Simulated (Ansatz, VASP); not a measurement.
## HfSn2S6: VASP beside Ansatz

File INCAR:

```
  PREC = Accurate
  ENCUT = 600
  EDIFF = 1E-6
  ISMEAR = 0
  SIGMA = 0.02
  LREAL = False
  LASPH = True
  NELM = 80
  ALGO = Normal
  ISIF = 3
  LWAVE = False
  LCHARG = False
  GGA = PE
  IBRION = 2
  NSW = 100
  EDIFFG = -0.01
```

KPOINTS

```
regular mesh
0
Gamma
  6 6 4
```

File POSCAR:

```
HfSn2S6
1.0
    6.4129871000      0.0000000000      0.0000000000
   -3.2064936000      5.5538098000      0.0000000000
    0.0000000000      0.0000000000      6.8519881000
Hf Sn S
1 2 6
Direct
    0.0000000000      0.0000000000      0.0000000000
    0.3333333000      0.6666667000      0.0000000000
    0.6666667000      0.3333333000      0.0000000000
    0.3325590000      0.0000000000      0.2141060000
    0.0000000000      0.3325590000      0.2141060000
    0.6674410000      0.6674410000      0.2141060000
    0.6674410000      0.0000000000      0.7858940000
    0.3325590000      0.3325590000      0.7858940000
    0.0000000000      0.6674410000      0.7858940000
```

Input for Ansatz:

```yaml
crystal:
  lattice:
    - [6.4129871, 0.0, 0.0]
    - [-3.2064936, 5.5538098, 0.0]
    - [0.0, 0.0, 6.8519881]
  atoms:
    - { symbol: Hf, position: [0.0, 0.0, 0.0] }
    - { symbol: Sn, position: [0.3333333, 0.6666667, 0.0] }
    - { symbol: Sn, position: [0.6666667, 0.3333333, 0.0] }
    - { symbol: S, position: [0.332559, 0.0, 0.214106] }
    - { symbol: S, position: [0.0, 0.332559, 0.214106] }
    - { symbol: S, position: [0.667441, 0.667441, 0.214106] }
    - { symbol: S, position: [0.667441, 0.0, 0.785894] }
    - { symbol: S, position: [0.332559, 0.332559, 0.785894] }
    - { symbol: S, position: [0.0, 0.667441, 0.785894] }
basis:
  ecutwfc: 420
kpoints:
  mp_grid: { grid: [6, 6, 4] }
hamiltonian:
  xc: pbe
scf:
  occupations: { method: gaussian, width: 0.02 }
output:
  forces: true
  stress: true
  eigenvalues: true
  write_density: true
  write_potential: true
  elf: true
  volumetric_format: npy
relax:
  adjacent_minimum: "off"
  f_tol: 0.01
  max_steps: 80
  cell: { stress_tol: 0.05 }
```

Alike in both runs: task relaxation of cell and atoms; functional PBE; k mesh 6 × 6 × 4; occupations gaussian, width 0.02 eV; no spin polarisation.

```csv
,VASP,Ansatz
version,VASP 6.6.1,Ansatz 0.2.0
potentials or method,"VASP PAW PBE potentials, release 64 (Hf_pv, Sn_d, S), cutoff 600 eV","scalar-relativistic, plane waves, PAW"
valence electrons in the cell,74,90
```

Ansatz gave:

```
gap on the k mesh at the Fermi level, each at its own relaxed structure (eV) : 0.96
relaxed volume (Å³/atom)                                                     : 27.12
relaxed length of the cell vector where the two differ most in proportion (Å)              : 6.413
```

Which values does VASP return?

gap on the k mesh at the Fermi level, each at its own relaxed structure (eV): 0.98; relaxed volume (Å³/atom): 27.05; relaxed length of the cell vector where the two differ most in proportion (Å): 6.403.

VASP's potentials hold 74 valence electrons a cell and Ansatz's 90, so a difference there can come from the potentials and not from the codes.

Spin-orbit coupling is off throughout.
